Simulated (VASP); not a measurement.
Wanted: the native input for a VASP 6.6.1 run.

* Task: single point
* Functional: PBE
* Potentials or basis: VASP PAW PBE potentials, release 64 (Tl_d)
* Cutoff: 520 eV
* k mesh: 4 × 4 × 4
* Occupations: fermi-dirac, width 0.15 eV
* Spin: non-collinear spin, zero start, spin-orbit coupling
* Starting moments: [[0, 0, 0]] μB
* Dipole correction: no
* Further INCAR settings: ALGO = Normal; EDIFF = 1e-06; NBANDS = 24

The structure of Tl lies in POSCAR:

```
Tl
1.0
    0.0000000000      2.4933000000      2.4933000000
    2.4933000000      0.0000000000      2.4933000000
    2.4933000000      2.4933000000      0.0000000000
Tl
1
Direct
    0.0000000000      0.0000000000      0.0000000000
```

One way to write it, as run:

INCAR

```
SYSTEM = Tl
PREC = Accurate
ENCUT = 520
EDIFF = 1E-6
ISMEAR = -1
SIGMA = 0.15
LREAL = .FALSE.
LASPH = .TRUE.
NELM = 150
ALGO = Normal
ISIF = 2
LWAVE = .FALSE.
LCHARG = .FALSE.
MAGMOM = 0 0 0
LORBIT = 11
LSORBIT = .TRUE.
GGA_COMPAT = .FALSE.
LORBMOM = .TRUE.
GGA = PE
NBANDS = 24
```

KPOINTS

```
Automatic mesh
0
G
  4 4 4
  0 0 0
```

Potentials or basis: VASP PAW PBE potentials, release 64 (Tl_d).

Run with:

```console
$ cat potpaw_PBE.64/Tl_d/POTCAR > POTCAR
$ mpirun -np 1 vasp_ncl > vasp.out
```

Results of the run:

```yaml
Pressure: 0.4 GPa
Net_moment: 0.00 μB per cell
Valence_electrons_inside_the_program's_atomic_spheres: Tl 11.20
```

Caveat: the k points lie up to 0.55 Å⁻¹ apart.

Run time: 20 s on 1 thread of Intel(R) Xeon(R) Platinum 8488C (Sapphire Rapids), on a shared host, peak memory 0.23 GiB.
